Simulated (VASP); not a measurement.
# TaN (P-6m2) in VASP: notebook

Runs on TaN. Level: PBE. Tasks: single point.

All numbers are computed with VASP 6.6.1; they aren't measurements. Logs are shortened: lines on timing, memory, paths and dates and some standing lists are left out, and cuts for length are marked.

## 1. The cell of the first run

The structure is hexagonal, space group P-6m2 (No. 187). Conventional cell: a = 3.012 Å, b = 3.012 Å, c = 2.948 Å, α = 90.00°, β = 90.00°, γ = 120.00°. Within 3.1 Å of Ta (site symmetry -6m2) lie 6 N at 2.28 Å and 8 Ta at 2.95 to 3.01 Å. Within 3.1 Å of N (site symmetry -6m2) lie 6 Ta at 2.28 Å and 8 N at 2.95 to 3.01 Å.

## 2. Single point, PBE (11.58 Å³/atom)

File INCAR:

```
SYSTEM = TaN
PREC = Accurate
ENCUT = 700
EDIFF = 1E-6
ISMEAR = 0
SIGMA = 0.1
LREAL = .False.
LASPH = .True.
NELM = 120
ALGO = Normal
ISIF = 2
LWAVE = .False.
LCHARG = .False.
GGA = PE
NBANDS = 16
GGA_COMPAT = .False.
```

File KPOINTS:

```
regular mesh
0
Gamma
  18 18 14
  0 0 0
```

File POSCAR:

```
TaN
1.0
    3.0115186841      0.0000000000      0.0000000000
   -1.5057593421      2.6080516844      0.0000000000
    0.0000000000      0.0000000000      2.9477951160
Ta N
1 1
Direct
    0.3333333333      0.6666666667      0.5000000000
    0.0000000000      0.0000000000      0.0000000000
```

Potentials or basis: VASP PAW PBE potentials, release 64 (Ta_sv_GW, N).

Started as:

```console
> cat potpaw_PBE.64/Ta_sv_GW/POTCAR potpaw_PBE.64/N/POTCAR > POTCAR
> mpirun -np 1 vasp_std > vasp.out
```

OUTCAR:

```text
SYSTEM = TaN
   PREC = Accurate
   ENCUT = 700
   EDIFF = 1E-6
   ISMEAR = 0
   LREAL = .False.
   LASPH = .True.
   NELM = 120
   ISIF = 2
   GGA = PE

 ion  position               nearest neighbor table
   1  0.333  0.667  0.500-   2 2.28   2 2.28   2 2.28   2 2.28   2 2.28   2 2.28
   2  0.000  0.000  0.000-   1 2.28   1 2.28   1 2.28   1 2.28   1 2.28   1 2.28

  LATTYP: Found a hexagonal cell.
 ALAT       =     3.0115186841
 C/A-ratio  =     0.9788400555

  Lattice vectors:

 A1 = (   3.0115186841,   0.0000000000,   0.0000000000)
 A2 = (  -1.5057593421,   2.6080516844,   0.0000000000)
 A3 = (   0.0000000000,   0.0000000000,   2.9477951160)

Analysis of symmetry for initial positions (statically):
=====================================================================
 Subroutine PRICEL returns:
 Original cell was already a primitive cell.

 Routine SETGRP: Setting up the symmetry group for a
 hexagonal supercell.

 Subroutine GETGRP returns: Found 12 space group operations
 (whereof 12 operations were pure point group operations)
 out of a pool of 24 trial point group operations.

The static configuration has the point symmetry D_3h.

Analysis of symmetry for dynamics (positions and initial velocities):
=====================================================================
 Subroutine PRICEL returns:
 Original cell was already a primitive cell.

 Routine SETGRP: Setting up the symmetry group for a
 hexagonal supercell.

 Subroutine GETGRP returns: Found 12 space group operations
 (whereof 12 operations were pure point group operations)
 out of a pool of 24 trial point group operations.

The dynamic configuration has the point symmetry D_3h.

 Subroutine INISYM returns: Found 12 space group operations
 (whereof 12 operations are pure point group operations),
 and found     1 'primitive' translations

----------------------------------------------------------------------------------------

                                     Primitive cell

  volume of cell :      23.1526

  direct lattice vectors                    reciprocal lattice vectors
     3.011518684  0.000000000  0.000000000     0.332058375  0.191713992  0.000000000
    -1.505759342  2.608051684  0.000000000     0.000000000  0.383427984  0.000000000
     0.000000000  0.000000000  2.947795116     0.000000000  0.000000000  0.339236602

  length of vectors
     3.011518684  3.011518684  2.947795116     0.383427984  0.383427984  0.339236602

  position of ions in fractional coordinates (direct lattice)
     0.333333333  0.666666667  0.500000000
[... 68 lines left out ...]
 SYSTEM =  TaN
   PREC   = accura    normal or accurate (medium, high low for compatibility)
   ISTART =      0    job   : 0-new  1-cont  2-samecut
   ICHARG =      2    charge: 1-file 2-atom 10-const
   ISPIN  =      1    spin polarized calculation?
   LNONCOLLINEAR =      F non collinear calculations
   LSORBIT =      F    spin-orbit coupling
   LASPH  =      T    aspherical Exc in radial PAW
   ENCUT  =  700.0 eV  51.45 Ry    7.17 a.u.   6.50  6.50  6.36*2*pi/ulx,y,z
   NELM   =    120;   NELMIN=  2; NELMDL= -5     # of ELM steps
   EDIFF  = 0.1E-05   stopping-criterion for ELM
   LREAL  =      F    real-space projection
[... 7 lines left out ...]
   TEBEG  =    0.0;   TEEND  =   0.0 temperature during run
   PSTRESS=    0.0 pullay stress
   NELECT =      18.0000    total number of electrons
   NUPDOWN=      -1.0000    fix difference up-down
   EMIN   =  10.00;   EMAX   =-10.00  energy-range for DOS
   EFERMI =   0.00;   METHOD = LEGACY
   ISMEAR =     0;   SIGMA  =   0.10  broadening in eV -4-tet -1-fermi 0-gaus
   EFERMI_NEDOS =   21; number of points for ismear=-14 and -15
   IALGO  =     38    algorithm
   IMIX   =      4    mixing-type and parameters
     AMIX     =   0.40;   BMIX     =  1.00
     AMIX_MAG =   1.60;   BMIX_MAG =  1.00
  volume/ion in A,a.u.               =      11.58        78.12
  Fermi-wavevector in a.u.,A,eV,Ry     =   1.505333  2.844667 30.831185  2.266028
  Thomas-Fermi vector in A             =   2.616196
   LORBIT       =      0    0 simple, 1 ext, 2 COOP (PROOUT), +10 PAW based schemes
   GGA     = PE    functional components
   LHFCALC =     F    Hartree Fock is set to
   AEXX    =    0.0000 exact exchange contribution
   IVDW    =     0    specifies the selected vdW correction
   LEPSILON=     F    determine dielectric tensor
   LRPA    =     F    only Hartree local field effects (RPA)
 non-spin polarized calculation
 Gauss-broadening in eV      SIGMA  =   0.10
  energy-cutoff  :      700.00
  volume of cell :       23.15
 maximum number of plane-waves:       997
 NGX is ok and might be reduce to    28
   NGX = 13   NGY = 13   NGZ = 13

 number of electron      18.0000001 magnetization

 Free energy of the ion-electron system (eV)
  ---------------------------------------------------
  ext. energy  EPLUGINS =         0.00000000
  ---------------------------------------------------
  free energy    TOTEN  =       -24.89668716 eV

  energy without entropy =      -24.89641228  energy(sigma->0) =      -24.89654972

 E-fermi :  11.4350     XC(G=0): -13.2711

 val. band max:       11.4027992601   @ k =   0.0000   0.0000   0.4286
 cond. band min:      11.4653895973   @ k =   0.0556   0.0000   0.5000
 fundamental gap:      0.0625903372
 Fermi energy:        11.4349538883

 k-point     1 :       0.0000    0.0000    0.0000
  band No.  band energies     occupation
      1     -57.3318      2.00000
      2     -23.5980      2.00000
      3     -23.3788      2.00000
      4     -23.3788      2.00000
      5      -5.7963      2.00000
      6       7.1597      2.00000
[... 433 lines left out ...]
      3     -23.6130      2.00000
      4     -23.4917      2.00000
      5      -3.7827      2.00000
      6       3.7584      2.00000
[... 8 lines left out ...]
     15      22.5224      0.00000
     16      26.4646      0.00000

 [... further k-points ...]
[... 5 lines left out ...]
  --------------------------------------------------------------------------------------
  -------------------------------------------------------------------------------------
  Total       -2.5237081     -2.5237081     -2.5165619      0.0000000      0.0000000      0.0000000
  in kB     -174.6427885   -174.6427885   -174.1482641      0.0000000      0.0000000      0.0000000
  external PRESSURE =    -174.4779470 kB  Pullay stress =       0.0000000 kB

 VOLUME and BASIS-vectors are now :
 -----------------------------------------------------------------------------
  energy-cutoff  :      700.00
  volume of cell :       23.15
      direct lattice vectors                 reciprocal lattice vectors
     3.011518684  0.000000000  0.000000000     0.332058375  0.191713992  0.000000000
    -1.505759342  2.608051684  0.000000000     0.000000000  0.383427984  0.000000000
     0.000000000  0.000000000  2.947795116     0.000000000  0.000000000  0.339236602

 POSITION                                       TOTAL-FORCE (eV/Angst)
 -----------------------------------------------------------------------------------
     -0.00000      1.73870      1.47390         0.000000      0.000000      0.000000
      0.00000      0.00000      0.00000        -0.000000      0.000000      0.000000
 -----------------------------------------------------------------------------------
    total drift:                                0.000000     -0.000000     -0.000000

  FREE ENERGIE OF THE ION-ELECTRON SYSTEM (eV)
  ---------------------------------------------------
  free  energy   TOTEN  =       -24.8966871636 eV

  energy  without entropy=      -24.8964122826  energy(sigma->0) =      -24.89654972
```

OSZICAR:

```text
N       E                     dE             d eps       ncg     rms          rms(c)
DAV:   1     0.134439014680E+03    0.13444E+03   -0.13132E+04  9488   0.143E+03
DAV:   2    -0.221673236696E+02   -0.15661E+03   -0.15081E+03 13544   0.371E+02
DAV:   3    -0.286024234738E+02   -0.64351E+01   -0.64257E+01 11816   0.681E+01
DAV:   4    -0.287462368463E+02   -0.14381E+00   -0.14381E+00 13480   0.745E+00
DAV:   5    -0.287501169882E+02   -0.38801E-02   -0.38801E-02 11936   0.830E-01    0.512E+01
DAV:   6    -0.250944367069E+02    0.36557E+01   -0.80766E+00 12080   0.254E+01    0.577E+01
DAV:   7    -0.249685160131E+02    0.12592E+00   -0.59783E-01  9712   0.612E+00    0.272E+01
DAV:   8    -0.248995253862E+02    0.68991E-01   -0.19800E-01 12800   0.364E+00    0.835E+00
DAV:   9    -0.248968227828E+02    0.27026E-02   -0.18961E-02 11448   0.123E+00    0.396E-01
DAV:  10    -0.248966550074E+02    0.16778E-03   -0.22463E-03 10360   0.481E-01    0.128E-01
DAV:  11    -0.248966914293E+02   -0.36422E-04   -0.21392E-04 11976   0.162E-01    0.223E-01
DAV:  12    -0.248966868889E+02    0.45404E-05   -0.18345E-05 11496   0.425E-02    0.348E-02
DAV:  13    -0.248966871636E+02   -0.27468E-06   -0.11464E-06  9008   0.101E-02
   1 F= -.24896687E+02 E0= -.24896550E+02  d E =-.274881E-03
```

stdout:

```text
POSCAR found type information on POSCAR TaN
 POSCAR found :  2 types and       2 ions
 scaLAPACK will be used
 LDA part: xc-table for (Slater+PW92), standard interpolation
 POSCAR, INCAR and KPOINTS ok, starting setup
 FFT: planning ... GRIDC
 FFT: planning ... GRID_SOFT
 FFT: planning ... GRID
 WAVECAR not read
 entering main loop
```

It took 66 s on 1 thread of Intel Xeon Platinum 8559C (Emerald Rapids), shared host; peak memory 0.32 GiB.

What came out:

| Quantity | Value |
| --- | --- |
| Free energy | -24.8967 eV |
| Pressure | -17.4 GPa |
| Band gap on the k mesh | zero (bands 9 and 10 overlap by 0.28 eV) |

Caveat: the cell stands under tension; spin-orbit coupling is left out, which moves the levels of the heavy elements.

## 3. Single point, PBE (12.01 Å³/atom)

This run uses another cell than the first one, of 12.01 Å³/atom.

File INCAR:

```
SYSTEM = TaN
PREC     = Accurate       ! precision mode
ENCUT    = 700            ! plane-wave cutoff, eV
EDIFF    = 1E-6           ! SCF threshold, eV
ISMEAR   = 0              ! smearing method
SIGMA    = 0.1            ! smearing width, eV
LREAL    = .FALSE.        ! projectors in reciprocal space
LASPH    = .TRUE.         ! aspherical terms in the spheres
NELM     = 120            ! most SCF steps
ALGO     = Normal         ! electronic algorithm
ISIF     = 2              ! what is computed and relaxed
LWAVE    = .FALSE.        ! write WAVECAR
LCHARG   = .FALSE.        ! write CHGCAR
GGA      = PE             ! functional
NBANDS   = 16             ! bands
GGA_COMPAT= .FALSE.
```

File KPOINTS:

```
regular mesh
0
G
  18 18 14
  0 0 0
```

File POSCAR:

```
TaN
1.0
    3.0511458991      0.0000000000      0.0000000000
   -1.5255729496      2.6423698592      0.0000000000
    0.0000000000      0.0000000000      2.9800893712
Ta N
1 1
Direct
    0.3333333333      0.6666666667      0.5000000000
    0.0000000000      0.0000000000      0.0000000000
```

Potentials or basis: VASP PAW PBE potentials, release 64 (Ta_sv_GW, N).

Started as:

```console
> cat potpaw_PBE.64/Ta_sv_GW/POTCAR potpaw_PBE.64/N/POTCAR > POTCAR
> mpirun -np 1 vasp_std > vasp.out
```

It took 63 s on 1 thread of Intel Xeon 6975P-C (Granite Rapids), shared host; peak memory 0.32 GiB.

It converged, with:

```
Free energy            : -24.7785 eV
Pressure               : -26.3 GPa
Band gap on the k mesh : zero (bands 9 and 10 overlap by 0.28 eV)
```

Levels at points of the mesh, in eV from the Fermi level:
```
           k point  band 6  band 7  band 8  band 9  band 10  band 11  band 12  band 13
(0.00, 0.00, 0.00)   -4.14   -4.14   -3.72   -2.75     1.38     3.12     3.12     3.42
(0.50, 0.00, 0.00)   -7.67   -4.63   -3.05   -2.99     2.62     3.37     4.51     4.62
(0.00, 0.00, 0.50)   -8.67   -3.41   -3.41   -0.06    -0.06     2.14     2.97     2.97
(0.50, 0.00, 0.50)   -6.71   -5.73   -5.12   -0.51     3.43     4.53     5.15     6.11
```

Caveat: the cell stands under tension; spin-orbit coupling is left out, which moves the levels of the heavy elements.

## 4. Single point, PBE (9.61 Å³/atom)

This run uses another cell than the first one, of 9.61 Å³/atom.

File INCAR:

```
PREC = Accurate
ENCUT = 700
EDIFF = 1E-6
ISMEAR = 0
SIGMA = 0.1
LREAL = False
LASPH = True
NELM = 120
ALGO = Normal
ISIF = 2
LWAVE = False
LCHARG = True
GGA = PE
LELF = True
LVHAR = True
NBANDS = 16
GGA_COMPAT = False
```

File KPOINTS:

```
regular mesh
0
Gamma
  18 18 14
```

File POSCAR:

```
TaN
1.0
    2.8195672002      0.0000000000      0.0000000000
   -1.4097836001      2.4418168230      0.0000000000
    0.0000000000      0.0000000000      2.7917744361
Ta N
1 1
Direct
    0.3333333333      0.6666666667      0.5000000000
    0.0000000000      0.0000000000      0.0000000000
```

Potentials or basis: VASP PAW PBE potentials, release 64 (Ta_sv_GW, N).

Started as:

```console
> cat potpaw_PBE.64/Ta_sv_GW/POTCAR potpaw_PBE.64/N/POTCAR > POTCAR
> mpirun -np 1 vasp_std > vasp.out
```

OUTCAR:

```text
PREC = Accurate
   ENCUT = 700
   EDIFF = 1E-6
   ISMEAR = 0
   LREAL = False
   LASPH = True
   NELM = 120
   ISIF = 2
   GGA = PE

 ion  position               nearest neighbor table
   1  0.333  0.667  0.500-   2 2.14   2 2.14   2 2.14   2 2.14   2 2.14   2 2.14
   2  0.000  0.000  0.000-   1 2.14   1 2.14   1 2.14   1 2.14   1 2.14   1 2.14

  LATTYP: Found a hexagonal cell.
 ALAT       =     2.8195672002
 C/A-ratio  =     0.9901428971

  Lattice vectors:

 A1 = (   2.8195672002,   0.0000000000,   0.0000000000)
[... 191 lines left out ...]
      6       9.1759      2.00000
[... 433 lines left out ...]
      3     -20.4280      2.00000
      4     -20.1134      2.00000
      5      -1.6562      2.00000
      6       5.4922      2.00000
[... 8 lines left out ...]
     15      27.9342      0.00000
     16      31.2327      0.00000

 [... further k-points ...]
[... 5 lines left out ...]
  --------------------------------------------------------------------------------------
  -------------------------------------------------------------------------------------
  Total        6.8260063      6.8260063      6.8582386     -0.0000000      0.0000000      0.0000000
  in kB      568.9857765    568.9857765    571.6725159     -0.0000000      0.0000000      0.0000000
  external PRESSURE =     569.8813563 kB  Pullay stress =       0.0000000 kB

 VOLUME and BASIS-vectors are now :
 -----------------------------------------------------------------------------
  energy-cutoff  :      700.00
  volume of cell :       19.22
      direct lattice vectors                 reciprocal lattice vectors
     2.819567200  0.000000000  0.000000000     0.354664361  0.204765564  0.000000000
    -1.409783600  2.441816823  0.000000000     0.000000000  0.409531129  0.000000000
     0.000000000  0.000000000  2.791774436     0.000000000  0.000000000  0.358195127

 POSITION                                       TOTAL-FORCE (eV/Angst)
 -----------------------------------------------------------------------------------
     -0.00000      1.62788      1.39589         0.000000     -0.000000      0.000000
      0.00000      0.00000      0.00000        -0.000000      0.000000      0.000000
 -----------------------------------------------------------------------------------
    total drift:                                0.000000     -0.000000     -0.000000

  FREE ENERGIE OF THE ION-ELECTRON SYSTEM (eV)
  ---------------------------------------------------
  free  energy   TOTEN  =       -24.5471639981 eV

  energy  without entropy=      -24.5468988660  energy(sigma->0) =      -24.54703143
```

stdout:

```text
POSCAR found type information on POSCAR TaN
 POSCAR found :  2 types and       2 ions
 scaLAPACK will be used
 LDA part: xc-table for (Slater+PW92), standard interpolation
 POSCAR, INCAR and KPOINTS ok, starting setup
 FFT: planning ... GRIDC
 FFT: planning ... GRID_SOFT
 FFT: planning ... GRID
 WAVECAR not read
 entering main loop
```

It took 74 s on 1 thread of AMD EPYC 7R13 (Zen 3), shared host; peak memory 0.24 GiB.

Results:

- Free energy: -24.5472 eV
- Pressure: 57.0 GPa
- Band gap on the k mesh: zero (bands 9 and 10 overlap by 0.30 eV)

Caveat: the cell stands under pressure; spin-orbit coupling is left out, which moves the levels of the heavy elements.

## 5. Single point, PBE (11.25 Å³/atom)

This run uses another cell than the first one, of 11.25 Å³/atom.

Edit INCAR of step 4 so:

```diff
@@ -11,6 +11,4 @@
 LWAVE = False
-LCHARG = True
+LCHARG = False
 GGA = PE
-LELF = True
-LVHAR = True
 NBANDS = 16
```

File KPOINTS:

```
Automatic mesh
0
Gamma
  18 18 14
```

File POSCAR:

```
TaN
1.0
    2.9811384249      0.0000000000      0.0000000000
   -1.4905692125      2.5817416082      0.0000000000
    0.0000000000      0.0000000000      2.9230449483
Ta N
1 1
Direct
    0.3333333333      0.6666666667      0.5000000000
    0.0000000000      0.0000000000      0.0000000000
```

Started as:

```console
> cat potpaw_PBE.64/Ta_sv_GW/POTCAR potpaw_PBE.64/N/POTCAR > POTCAR
> mpirun -np 1 vasp_std > vasp.out
```

Run time: 62 s. Hardware: 1 thread of Intel Xeon 6975P-C (Granite Rapids), shared host; peak memory 0.32 GiB.

Results (log left out):

| Item | Value |
| --- | --- |
| Free energy | -24.9508 eV |
| Pressure | -9.5 GPa |
| Band gap on the k mesh | zero (bands 9 and 10 overlap by 0.29 eV) |

Levels at points of the mesh, in eV from the Fermi level:
```csv
k point,band 5,band 6,band 7,band 8,band 9,band 10,band 11,band 12,band 13,band 14
"(0.00, 0.00, 0.00)",-17.44,-4.38,-4.38,-4.01,-2.87,1.87,3.39,3.39,3.77,3.77
"(0.50, 0.00, 0.00)",-15.33,-8.04,-4.97,-3.30,-3.10,2.86,3.76,4.97,4.99,7.01
"(0.00, 0.00, 0.50)",-15.04,-9.08,-3.61,-3.61,-0.07,-0.07,2.28,3.19,3.19,7.81
"(0.50, 0.00, 0.50)",-15.53,-7.07,-6.01,-5.45,-0.43,3.86,5.03,5.68,6.69,9.60
```

Caveat: the cell stands under tension; spin-orbit coupling is left out, which moves the levels of the heavy elements.

## 6. The runs side by side

| cell | gap on the mesh (eV) | pressure (GPa) |
| --- | --- | --- |
| a = 3.012, b = 3.012, c = 2.948 Å, angles 90.0, 90.0, 120.0°, 2 atoms | none | -17.4 |
| a = 3.051, b = 3.051, c = 2.980 Å, angles 90.0, 90.0, 120.0°, 2 atoms | none | -26.3 |
| a = 2.820, b = 2.820, c = 2.792 Å, angles 90.0, 90.0, 120.0°, 2 atoms | none | 57.0 |
| a = 2.981, b = 2.981, c = 2.923 Å, angles 90.0, 90.0, 120.0°, 2 atoms | none | -9.5 |

Alike in all rows: task single point; level PBE; potentials or basis VASP PAW PBE potentials, release 64 (Ta_sv_GW, N); no spin polarisation; k mesh 18 × 18 × 14; cutoff (eV) 700; smearing gaussian 0.1 eV.

Caveats: spin-orbit coupling is left out, which moves the levels of the heavy elements; the cell stands under tension (at least some runs); the cell stands under pressure (at least some runs).

Absolute energies hang on the potentials; compare differences alone.

The gap in the log of VASP goes by the Fermi energy; the results here count the filled bands.